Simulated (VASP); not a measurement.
Input of a VASP 6.6.1 run:

Contents of INCAR:

```
  PREC = Accurate
  ENCUT = 520
  EDIFF = 1E-8
  ISMEAR = 0
  SIGMA = 0.01
  LREAL = False
  LASPH = True
  NELM = 80
  ALGO = Normal
  ISIF = 2
  LWAVE = False
  LCHARG = True
  GGA = PS
  NBANDS = 16
  IBRION = 8
  NSW = 1
  LEPSILON = True
```

The input KPOINTS:

```
regular mesh
0
Gamma
  8 8 8
```

Contents of POSCAR:

```
CdTe
1.0
    0.0000000000      2.9755832913      2.9755832913
    2.9755832913      0.0000000000      2.9755832913
    2.9755832913      2.9755832913      0.0000000000
Cd Te
1 1
Direct
    0.0000000000      0.0000000000      0.0000000000
    0.7500000000      0.7500000000      0.7500000000
```

Potentials or basis: VASP PAW PBE potentials, release 64 (Cd, Te).

The run is started by

```console
$ cat potpaw_PBE.64/Cd/POTCAR potpaw_PBE.64/Te/POTCAR > POTCAR
$ mpirun -np 1 vasp_std > vasp.out
```

Q: What does it give for the electronic dielectric tensor (diagonal)?

A: 9.09.

Q: Predict the Born charges (mean of the diagonal).

A: Cd +1.73; Te -1.73 e.

Q: What does it give for the highest phonon frequency at Γ, LO-TO splitting left out?

A: 218 cm⁻¹.

Phonon frequencies in cm⁻¹ (negative: imaginary):
| q point | frequencies |
| --- | --- |
| (0.000, 0.000, 0.000) | 0 0 0 218 218 218 |

Caveat: the cell stands under pressure or tension, which shifts response properties.
